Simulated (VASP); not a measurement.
NiO:

```
Ni O
1.0
     0.00000    2.12681    2.12681
     2.12681    0.00000    2.12681
     2.12681    2.12681    0.00000
Ni O
1 1
Direct
  0.00000 0.00000 0.00000
  0.50000 0.50000 0.50000
```

Base run:

```yaml
Program: VASP 6.6.1
Functional: revPBE
Dispersion: D3(BJ)
Potentials_or_basis: VASP PAW PBE potentials, release 64 (Ni, O)
Cutoff: 520 eV
k_mesh: 11 × 11 × 11
Occupations: fermi-dirac, width 0.05 eV
Spin: collinear spin, ferromagnetic start
Starting_moments: "[1.0, 0.0] μB"
```

Its results: pressure -7.7 GPa; net moment 1.88 μB per cell; site moments Ni +1.54; O +0.29 μB.

Task: The run is repeated on the same cell with these changes: dispersion from D3(BJ) to D4. What comes out?

Result: Pressure -8.7 GPa; net moment 1.88 μB per cell; site moments Ni +1.54; O +0.29 μB.

Caveats: the PAW data sets were made with another functional, which shifts forces and pressure a little; a cell with one magnetic atom can't hold antiferromagnetic order, which such compounds often take; pairwise dispersion overbinds metals, which lowers pressure and volume.
